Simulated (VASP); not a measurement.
Runs of VASP 6.6.1 on Tl. The structure is that of space group Fm-3m (No. 225), or close to it. The cells are those of the table. 

| cell | gap on the mesh (eV) | pressure (GPa) |
| --- | --- | --- |
| a = 3.445, b = 3.445, c = 3.401 Å, angles 60.4, 60.4, 59.2°, 1 atom | none | -2.0 |
| a = 3.402, b = 3.402, c = 3.314 Å, angles 60.9, 60.9, 58.3°, 1 atom | none | 0.1 |
| a = 3.662 Å, angles 60.0°, 1 atom | none | (b) |
| a = 3.357, b = 3.357, c = 3.314 Å, angles 60.4, 60.4, 59.1°, 1 atom | none | 1.2 |
| a = 3.576, b = 3.576, c = 3.488 Å, angles 60.8, 60.8, 58.4°, 1 atom | none | -4.4 |
| a = 3.619, b = 3.619, c = 3.662 Å, angles 59.6, 59.6, 60.8°, 1 atom | none | -5.3 |
| a = 3.314 Å, angles 60.0°, 1 atom | none | 2.6 |
| a = 3.445, b = 3.445, c = 3.488 Å, angles 59.6, 59.6, 60.8°, 1 atom | none | -2.7 |
| a = 3.532, b = 3.532, c = 3.575 Å, angles 59.6, 59.6, 60.8°, 1 atom | none | -4.4 |
| a = 3.532, b = 3.532, c = 3.488 Å, angles 60.4, 60.4, 59.2°, 1 atom | none | (c) |
| a = 3.357, b = 3.357, c = 3.401 Å, angles 59.6, 59.6, 60.9°, 1 atom | none | (a) |
| a = 3.619, b = 3.619, c = 3.575 Å, angles 60.4, 60.4, 59.2°, 1 atom | none | -5.1 |

Alike in all rows: task single point; level LDA; potentials or basis VASP PAW LDA potentials, release 64 (Tl_d); no spin polarisation; k mesh 16 × 16 × 16; cutoff (eV) 520; smearing gaussian 0.15 eV.

**Question.** Fill in the values left out.

**Answer.** (a) 0.0; (b) -5.6; (c) -4.0.

Caveats: spin-orbit coupling is left out, which moves the levels of the heavy elements.

A k mesh can miss the band edges, and the runs leave out spin-orbit coupling on Tl.

A gap of «none» marks levels without a gap at the run's occupations.
